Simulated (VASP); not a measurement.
**Ni: single point with r2SCAN**

Crystal: Ni.

```
CELL_PARAMETERS angstrom
2.29210 0.00000 0.00000
0.00000 2.29210 0.00000
0.00000 0.00000 2.29210
ATOMIC_POSITIONS crystal
Ni 0.00000 0.00000 0.00000
```

This isn't the form of Ni at room conditions, which is fcc.

```yaml
Program: VASP 6.6.1
Task: single point
Functional: r2SCAN
Potentials_or_basis: VASP PAW PBE potentials, release 64 (Ni)
Cutoff: 520 eV
k_mesh: 14 × 14 × 14
Occupations: fermi-dirac, width 0.1 eV
Spin: non-collinear spin, zero start, spin-orbit coupling
Starting_moments: "[[0.0, 0.0, 0.0]] μB"
Dipole_correction: no
Further_INCAR_settings: ALGO = Normal; EDIFF = 1e-07; NBANDS = 21
```

The pressure is 0.4 GPa and the net moment is 0.00 μB per cell. The valence electrons inside the program's atomic spheres are Ni 9.37.

Moments on the atoms (μB; x, y, z):
```
Ni  0.00 0.00 0.00
```

It took 8.5 min on 1 thread of Intel Xeon 8259CL, on a shared host, peak memory 0.19 GiB.

Caveat: the PAW data sets were made with another functional, which shifts forces and pressure a little.
